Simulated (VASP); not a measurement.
BN, 2 atoms in the cell. Symmetry: R3m, No. 160, trigonal system. The conventional cell has a = 2.506 Å, b = 2.506 Å, c = 10.280 Å, α = 90.00°, β = 90.00°, γ = 120.00°. Within 1.9 Å of B (site symmetry 3m) lie 3 N at 1.45 Å. Within 1.9 Å of N (site symmetry 3m) lie 3 B at 1.45 Å.  This cell differs from its parent crystal: strain +0.000 along x and y, +0.040 along z.

| Quantity | Value |
| --- | --- |
| Program | VASP 6.6.1 |
| Task | single point |
| Functional | PBE |
| Dispersion | D3(BJ) |
| Potentials or basis | VASP PAW PBE potentials, release 64 (B, N) |
| Cutoff | 520 eV |
| k mesh | 12 × 12 × 12 |
| Occupations | gaussian, width 0.05 eV |
| Spin | no spin polarisation |
| Dipole correction | no |
| Further INCAR settings | ALGO = Normal; EDIFF = 1e-07; NBANDS = 11 |

Potentials or basis: VASP PAW PBE potentials, release 64 (B, N).

Launch:

```sh
$ cat potpaw_PBE.64/B/POTCAR potpaw_PBE.64/N/POTCAR > POTCAR
$ mpirun -np 1 vasp_std > vasp.out
```

Hardware: 1 thread of Intel Xeon 6975P-C, with other jobs on the host.

Estimate the wall time of this run.

Wall time 26 s on 1 thread of Intel Xeon 6975P-C, with other jobs on the host, peak memory 0.19 GiB. Counts: scf iterations 14, k points 189.
